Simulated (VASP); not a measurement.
# InSb (Cmcm) in VASP: a series of runs

The runs below take InSb through single point, with PBE.

Everything below comes from runs of VASP 6.6.1. Logs are shortened: lines on timing, memory, paths and dates and some standing lists are left out, and cuts for length are marked.

## (1) The cell of the first run

It takes space group Cmcm (No. 63, orthorhombic). Conventional cell: a = 6.127 Å, b = 6.163 Å, c = 6.127 Å, α = 90.00°, β = 90.00°, γ = 90.00°. In (site symmetry m2m) has 6 Sb at 3.06 to 3.09 Å within 4.0 Å. Sb (site symmetry m2m) has 6 In at 3.06 to 3.09 Å within 4.0 Å.

## (2) Single point, PBE

File INCAR:

```
PREC = Accurate ; ENCUT = 520
EDIFF = 1E-6 ; ISMEAR = 0
SIGMA = 0.1 ; LREAL = F
LASPH = T ; NELM = 80
ALGO = Normal ; ISIF = 2
LWAVE = F ; LCHARG = F
GGA = PE ; NBANDS = 26
```

File KPOINTS:

```
regular mesh
0
Gamma
  1 1 1
```

File POSCAR:

```
InSb
1.0
    3.0633140000     -3.0813730000      0.0000000000
    3.0633140000      3.0813730000      0.0000000000
    0.0000000000      0.0000000000      6.1268940000
In Sb
2 2
Direct
    0.2794110000      0.7205890000      0.2500000000
    0.7205890000      0.2794110000      0.7500000000
    0.7772050000      0.2227950000      0.2500000000
    0.2227950000      0.7772050000      0.7500000000
```

Potentials or basis: VASP PAW PBE potentials, release 64 (In_d, Sb).

Command:

```bash
$ cat potpaw_PBE.64/In_d/POTCAR potpaw_PBE.64/Sb/POTCAR > POTCAR
$ mpirun -np 1 vasp_gam > vasp.out
```

OUTCAR:

```text
PREC = Accurate
   ENCUT = 520
   EDIFF = 1E-6
   ISMEAR = 0
   LREAL = F
   LASPH = T
   NELM = 80
   ISIF = 2
   GGA = PE

 ion  position               nearest neighbor table
   1  0.279  0.721  0.250-   3 3.06   3 3.06   3 3.07   4 3.08   4 3.08   3 3.09
   2  0.721  0.279  0.750-   4 3.06   4 3.06   4 3.07   3 3.08   3 3.08   4 3.09
   3  0.777  0.223  0.250-   1 3.06   1 3.06   1 3.07   2 3.08   2 3.08   1 3.09
   4  0.223  0.777  0.750-   2 3.06   2 3.06   2 3.07   1 3.08   1 3.08   2 3.09

  LATTYP: Found a base centered orthorhombic cell.
 ALAT       =     6.1266280000
 B/A-ratio  =     1.0058952494
 C/A-ratio  =     1.0000434170

  Lattice vectors:

 A1 = (   3.0633140000,  -3.0813730000,   0.0000000000)
 A2 = (   3.0633140000,   3.0813730000,   0.0000000000)
 A3 = (   0.0000000000,   0.0000000000,   6.1268940000)

Analysis of symmetry for initial positions (statically):
=====================================================================
 Subroutine PRICEL returns:
 Original cell was already a primitive cell.

 Routine SETGRP: Setting up the symmetry group for a
 base centered orthorhombic supercell.

 Subroutine GETGRP returns: Found  8 space group operations
 (whereof  4 operations were pure point group operations)
 out of a pool of  8 trial point group operations.

The static configuration has the point symmetry C_2h.
 The point group associated with its full space group is D_2h.

Analysis of symmetry for dynamics (positions and initial velocities):
=====================================================================
 Subroutine PRICEL returns:
 Original cell was already a primitive cell.

 Routine SETGRP: Setting up the symmetry group for a
 base centered orthorhombic supercell.

 Subroutine GETGRP returns: Found  8 space group operations
 (whereof  4 operations were pure point group operations)
 out of a pool of  8 trial point group operations.

The dynamic configuration has the point symmetry C_2h.
 The point group associated with its full space group is D_2h.

 Subroutine INISYM returns: Found  8 space group operations
 (whereof  4 operations are pure point group operations),
 and found     1 'primitive' translations

----------------------------------------------------------------------------------------

                                     Primitive cell

  volume of cell :     115.6661

  direct lattice vectors                    reciprocal lattice vectors
     3.063314000 -3.081373000  0.000000000     0.163221922 -0.162265328  0.000000000
     3.063314000  3.081373000  0.000000000     0.163221922  0.162265328  0.000000000
     0.000000000  0.000000000  6.126894000     0.000000000  0.000000000  0.163214836

  length of vectors
     4.344968611  4.344968611  6.126894000     0.230155236  0.230155236  0.163214836

  position of ions in fractional coordinates (direct lattice)
     0.279411000  0.720589000  0.250000000
     0.720589000  0.279411000  0.750000000
     0.777205000  0.222795000  0.250000000
     0.222795000  0.777205000  0.750000000

  ion indices of the primitive-cell ions
   primitive index   ion index
                 1           1
                 2           2
                 3           3
                 4           4

----------------------------------------------------------------------------------------

 KPOINTS: regular mesh

Automatic generation of k-mesh.
 Grid dimensions read from file:
 generate k-points for:    1    1    1

 Generating k-lattice:

  Cartesian coordinates                     Fractional coordinates (reciprocal lattice)
     0.163221922 -0.162265328  0.000000000     1.000000000  0.000000000  0.000000000
     0.163221922  0.162265328  0.000000000     0.000000000  1.000000000  0.000000000
     0.000000000  0.000000000  0.163214836     0.000000000  0.000000000  1.000000000

  Length of vectors
     0.230155236  0.230155236  0.163214836

  Shift w.r.t. Gamma in fractional coordinates (k-lattice)
     0.000000000  0.000000000  0.000000000

 Subroutine IBZKPT returns following result:
 ===========================================

 Found      1 irreducible k-points:

 Following reciprocal coordinates:
            Coordinates               Weight
  0.000000  0.000000  0.000000      1.000000
   k-points           NKPTS =      1   k-points in BZ     NKDIM =      1   number of bands    NBANDS=     26
   number of dos      NEDOS =    301   number of ions     NIONS =      4
   total plane-waves  NPLWV =  49152
   dimension x,y,z NGX =    32 NGY =   32 NGZ =   48
   dimension x,y,z NGXF=    64 NGYF=   64 NGZF=   96
   ions per type =               2   2
   NGX,Y,Z   is equivalent  to a cutoff of  12.24, 12.24, 13.02 a.u.
   NGXF,Y,Z  is equivalent  to a cutoff of  24.49, 24.49, 26.05 a.u.
 SYSTEM =  unknown system
   PREC   = accura    normal or accurate (medium, high low for compatibility)
   ISTART =      0    job   : 0-new  1-cont  2-samecut
   ICHARG =      2    charge: 1-file 2-atom 10-const
   ISPIN  =      1    spin polarized calculation?
   LNONCOLLINEAR =      F non collinear calculations
   LSORBIT =      F    spin-orbit coupling
   LASPH  =      T    aspherical Exc in radial PAW
   ENCUT  =  520.0 eV  38.22 Ry    6.18 a.u.   8.08  8.08 11.39*2*pi/ulx,y,z
   NELM   =     80;   NELMIN=  2; NELMDL= -5     # of ELM steps
   EDIFF  = 0.1E-05   stopping-criterion for ELM
   LREAL  =      F    real-space projection
   EDIFFG = 0.1E-04   stopping-criterion for IOM
   NSW    =      0    number of steps for IOM
   IBRION =     -1    ionic relax: 0-MD 1-quasi-New 2-CG
   NFREE  =      0    steps in history (QN), initial steepest desc. (CG)
   ISIF   =      2    stress and relaxation
   ISYM   =      2    0-nonsym 1-usesym 2-fastsym
   POTIM  = 0.5000    time-step for ionic-motion
   TEBEG  =    0.0;   TEEND  =   0.0 temperature during run
   PSTRESS=    0.0 pullay stress
   NELECT =      36.0000    total number of electrons
   NUPDOWN=      -1.0000    fix difference up-down
   EMIN   =  10.00;   EMAX   =-10.00  energy-range for DOS
   EFERMI =   0.00;   METHOD = LEGACY
   ISMEAR =     0;   SIGMA  =   0.10  broadening in eV -4-tet -1-fermi 0-gaus
   EFERMI_NEDOS =   21; number of points for ismear=-14 and -15
   IALGO  =     38    algorithm
   IMIX   =      4    mixing-type and parameters
     AMIX     =   0.40;   BMIX     =  1.00
     AMIX_MAG =   1.60;   BMIX_MAG =  1.00
  volume/ion in A,a.u.               =      28.92       195.14
  Fermi-wavevector in a.u.,A,eV,Ry     =   1.109448  2.096553 16.747069  1.230875
  Thomas-Fermi vector in A             =   2.245988
   LORBIT       =      0    0 simple, 1 ext, 2 COOP (PROOUT), +10 PAW based schemes
   GGA     = PE    functional components
   LHFCALC =     F    Hartree Fock is set to
   AEXX    =    0.0000 exact exchange contribution
   IVDW    =     0    specifies the selected vdW correction
   LEPSILON=     F    determine dielectric tensor
   LRPA    =     F    only Hartree local field effects (RPA)
 non-spin polarized calculation
 Gauss-broadening in eV      SIGMA  =   0.10
  energy-cutoff  :      520.00
  volume of cell :      115.67
 maximum number of plane-waves:      1536
   NGX = 17   NGY = 17   NGZ = 23

 number of electron      35.9999989 magnetization

 Free energy of the ion-electron system (eV)
  ---------------------------------------------------
  ext. energy  EPLUGINS =         0.00000000
  ---------------------------------------------------
  free energy    TOTEN  =        -7.27416962 eV

  energy without entropy =       -7.13420715  energy(sigma->0) =       -7.20418839

 E-fermi :   6.6812     XC(G=0):  -9.5768

 val. band max:        6.6774745980   @ k =   0.0000   0.0000   0.0000
 cond. band min:       6.7095197044   @ k =   0.0000   0.0000   0.0000
 fundamental gap:      0.0320451064
 Fermi energy:         6.6811903850

 k-point     1 :       0.0000    0.0000    0.0000
  band No.  band energies     occupation
      1      -7.1298      2.00000
      2      -6.9881      2.00000
      3      -6.9714      2.00000
      4      -6.9618      2.00000
      5      -6.9505      2.00000
      6      -6.9488      2.00000
      7      -6.9378      2.00000
      8      -6.9210      2.00000
      9      -6.9069      2.00000
     10      -6.8767      2.00000
     11      -4.1527      2.00000
     12      -1.6609      2.00000
     13       2.3156      2.00000
     14       3.6442      2.00000
     15       4.5310      2.00000
     16       4.7219      2.00000
     17       6.4706      1.99710
     18       6.6775      1.04191
     19       6.7095      0.68869
     20       6.7588      0.27230
     21      10.2054      0.00000
     22      12.4809      0.00000
     23      12.8885      0.00000
     24      12.9063      0.00000
     25      12.9162      0.00000
     26      13.0403      0.00000

------------------------ aborting loop because EDIFF is reached ----------------------------------------

  FORCE on cell =-STRESS in cart. coord.  units (eV):
  Direction    XX          YY          ZZ          XY          YZ          ZX
  --------------------------------------------------------------------------------------
  -------------------------------------------------------------------------------------
  Total       20.7253438     22.6918772      8.4396813      0.0000000      0.0000000      0.0000000
  in kB      287.0821405    314.3220561    116.9042980      0.0000000      0.0000000      0.0000000
  external PRESSURE =     239.4361649 kB  Pullay stress =       0.0000000 kB

 VOLUME and BASIS-vectors are now :
 -----------------------------------------------------------------------------
  energy-cutoff  :      520.00
  volume of cell :      115.67
      direct lattice vectors                 reciprocal lattice vectors
     3.063314000 -3.081373000  0.000000000     0.163221922 -0.162265328  0.000000000
     3.063314000  3.081373000  0.000000000     0.163221922  0.162265328  0.000000000
     0.000000000  0.000000000  6.126894000     0.000000000  0.000000000  0.163214836

 POSITION                                       TOTAL-FORCE (eV/Angst)
 -----------------------------------------------------------------------------------
      3.06331      1.35943      1.53172         0.000000      0.232354      0.000000
      3.06331     -1.35943      4.59517         0.000000     -0.232354      0.000000
      3.06331     -1.70834      1.53172         0.000000     -0.425742     -0.000000
      3.06331      1.70834      4.59517         0.000000      0.425742     -0.000000
 -----------------------------------------------------------------------------------
    total drift:                               -0.000000     -0.000000     -0.000000

  FREE ENERGIE OF THE ION-ELECTRON SYSTEM (eV)
  ---------------------------------------------------
  free  energy   TOTEN  =        -7.2741696224 eV

  energy  without entropy=       -7.1342071518  energy(sigma->0) =       -7.20418839
```

Run time: 17 s. Hardware: 1 thread of AMD EPYC 7R13, shared host; peak memory 0.17 GiB.

Results:

```yaml
Free_energy: -7.2742 eV
Pressure: 23.9 GPa
Largest_force: 0.426 eV/Å
Band_gap_on_the_k_mesh: 0.03 eV
```

Forces in eV/Å, atoms in the order of the input:
```
In   0.000  0.232  0.000
In   0.000 -0.232  0.000
Sb   0.000 -0.426  0.000
Sb   0.000  0.426  0.000
```

Levels at points of the mesh, in eV from the valence-band top:
```
           k point  band 14  band 15  band 16  band 17  band 18  band 19  band 20  band 21  band 22  band 23
(0.00, 0.00, 0.00)    -3.03    -2.15    -1.96    -0.21     0.00     0.03     0.08     3.53     5.80     6.21
```

Caveat: the k points lie up to 1.45 Å⁻¹ apart; spin-orbit coupling is left out, which moves the levels of the heavy elements. A k mesh can miss the band edges.

## (3) Single point, PBE

File INCAR:

```
PREC = Accurate
ENCUT = 520
EDIFF = 1E-7
ISMEAR = 0
SIGMA = 0.1
LREAL = False
LASPH = True
NELM = 80
ALGO = Normal
ISIF = 2
LWAVE = False
LCHARG = True
GGA = PE
LELF = True
LVHAR = True
NBANDS = 26
```

File KPOINTS:

```
Automatic mesh
0
Gamma
  2 2 1
```

POSCAR is that of step 2.

Potentials or basis: VASP PAW PBE potentials, release 64 (In_d, Sb).

Command:

```bash
$ cat potpaw_PBE.64/In_d/POTCAR potpaw_PBE.64/Sb/POTCAR > POTCAR
$ mpirun -np 1 vasp_std > vasp.out
```

It took 28 s on 1 thread of AMD EPYC 7R13, shared host; peak memory 0.18 GiB.

The run converged. Its results:

```yaml
Free_energy: -13.9912 eV
Pressure: 3.5 GPa
Largest_force: 0.604 eV/Å
Band_gap_on_the_k_mesh: zero (band 18 reaches 6.73 eV, above the bottom of band 19 at 4.66 eV)
```

Forces on the atoms (eV/Å):
```
In   0.000  0.592  0.000
In   0.000 -0.592  0.000
Sb   0.000 -0.604  0.000
Sb   0.000  0.604  0.000
```

Stress tensor (GPa, compression positive):
```
-2.09  0.00  0.00
 0.00  2.96  0.00
 0.00  0.00  9.76
```

Levels at points of the mesh, in eV from the Fermi level:
| k point | band 16 | band 17 | band 18 | band 19 | band 20 | band 21 | band 22 | band 23 |
| --- | --- | --- | --- | --- | --- | --- | --- | --- |
| (0.00, 0.00, 0.00) | -2.02 | -0.34 | -0.11 | -0.01 | 0.21 | 3.38 | 5.93 | 6.12 |
| (0.50, 0.00, 0.00) | -2.34 | -0.05 | 0.15 | 1.47 | 1.54 | 3.27 | 3.56 | 4.22 |
| (0.50, 0.50, 0.00) | -3.11 | -2.08 | -2.05 | -1.93 | -1.87 | 3.07 | 3.36 | 8.38 |

Caveat: the k points lie up to 1.03 Å⁻¹ apart; spin-orbit coupling is left out, which moves the levels of the heavy elements.

## (4) Single point, PBE

File INCAR:

```
ALGO = Normal
EDIFF = 1E-6
ENCUT = 520
GGA = PE
ISIF = 2
ISMEAR = 0
LASPH = True
LCHARG = False
LREAL = False
LWAVE = False
NBANDS = 26
NELM = 60
PREC = Accurate
SIGMA = 0.1
```

File KPOINTS:

```
k-points
0
Gamma
  2 2 2
```

POSCAR is that of step 3.

Command:

```bash
$ cat potpaw_PBE.64/In_d/POTCAR potpaw_PBE.64/Sb/POTCAR > POTCAR
$ mpirun -np 1 vasp_std > vasp.out
```

Run time: 31 s. Hardware: 1 thread of AMD EPYC 7R13, shared host; peak memory 0.18 GiB.

It converged, with:

| Property | Result |
| --- | --- |
| Free energy | -12.0483 eV |
| Pressure | 4.2 GPa |
| Largest force | 0.073 eV/Å |
| Band gap on the k mesh | zero (band 18 reaches 7.02 eV, above the bottom of band 19 at 4.62 eV) |

Forces on the atoms (eV/Å):
```
In   0.000  0.073  0.000
In   0.000 -0.073  0.000
Sb   0.000  0.025  0.000
Sb   0.000 -0.025  0.000
```

Stress tensor (GPa, compression positive):
```
5.28 0.00 0.00
0.00 4.92 0.00
0.00 0.00 2.41
```

Levels at points of the mesh, in eV from the Fermi level:
```tsv
k point	band 15	band 16	band 17	band 18	band 19	band 20	band 21	band 22	band 23	band 24
(0.00, 0.00, 0.00)	-2.44	-2.37	-0.72	-0.42	-0.27	-0.22	3.06	5.54	5.76	5.79
(0.50, 0.00, 0.00)	-2.91	-2.77	-0.35	-0.15	1.10	1.13	2.91	3.21	3.86	3.94
(0.50, 0.50, 0.00)	-3.62	-3.55	-2.36	-2.35	-2.35	-2.31	2.68	2.96	7.96	8.01
(0.00, 0.00, 0.50)	-1.54	-1.54	-1.53	-1.53	-0.10	-0.10	3.79	3.79	4.95	4.95
(0.50, 0.00, 0.50)	0.04	0.04	0.05	0.05	1.91	1.91	2.16	2.16	2.22	2.22
(0.50, 0.50, 0.50)	-3.80	-3.80	-3.75	-3.75	1.63	1.63	3.07	3.07	5.97	5.97
```

Caveat: the k points lie up to 0.72 Å⁻¹ apart; spin-orbit coupling is left out, which moves the levels of the heavy elements.

## (5) The runs side by side

```csv
k mesh,gap on the mesh (eV),pressure (GPa),largest force (eV/Å)
1 × 1 × 1,0.03,23.9,0.43
2 × 2 × 1,none,3.5,0.60
2 × 2 × 2,none,4.2,0.07
```

Alike in all rows: task single point; level PBE; potentials or basis VASP PAW PBE potentials, release 64 (In_d, Sb); no spin polarisation; cell as given; cutoff (eV) 520; smearing gaussian 0.1 eV.

Caveats: all runs use coarse meshes; spin-orbit coupling is left out, which moves the levels of the heavy elements.

Absolute energies hang on the potentials; compare differences alone.
